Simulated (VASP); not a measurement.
**Ti: single point with LDA**

Ti:

```
Ti
1.0
     2.86293    0.00000    0.00000
    -1.43146    2.47937    0.00000
     0.00000    0.00000    4.53426
Ti
2
Direct
  0.33333 0.66667 0.75000
  0.66667 0.33333 0.25000
```

| Quantity | Value |
| --- | --- |
| Program | VASP 6.6.1 |
| Task | single point |
| Functional | LDA |
| Potentials or basis | VASP PAW LDA potentials, release 64 (Ti_sv) |
| Cutoff | 500 eV |
| k mesh | 16 × 16 × 10 |
| Occupations | gaussian, width 0.05 eV |
| Spin | no spin polarisation |
| Dipole correction | no |
| Further INCAR settings | ALGO = Normal; EDIFF = 1e-06; NBANDS = 19 |

- Pressure: -0.2 GPa
- Band gap on the k mesh: zero (bands 12 and 13 overlap by 1.10 eV)

Levels at points of the mesh, in eV from the Fermi level:
```tsv
k point	band 8	band 9	band 10	band 11	band 12	band 13	band 14	band 15	band 16	band 17
(0.00, 0.00, 0.00)	-32.17	-6.31	-2.89	0.77	0.77	0.91	1.10	1.33	1.33	1.70
(0.50, 0.00, 0.00)	-32.26	-2.43	-2.41	-2.07	-0.47	0.43	0.67	1.27	3.64	3.89
(0.00, 0.00, 0.50)	-32.24	-4.35	-4.35	0.07	0.07	0.66	0.66	0.66	0.66	3.02
(0.50, 0.00, 0.50)	-32.38	-2.76	-2.76	-0.93	-0.93	1.60	1.60	1.82	1.82	3.80
```

Wall time 2.2 min on 1 thread of Intel Xeon 8259CL, with other jobs on the host, peak memory 0.2 GiB.
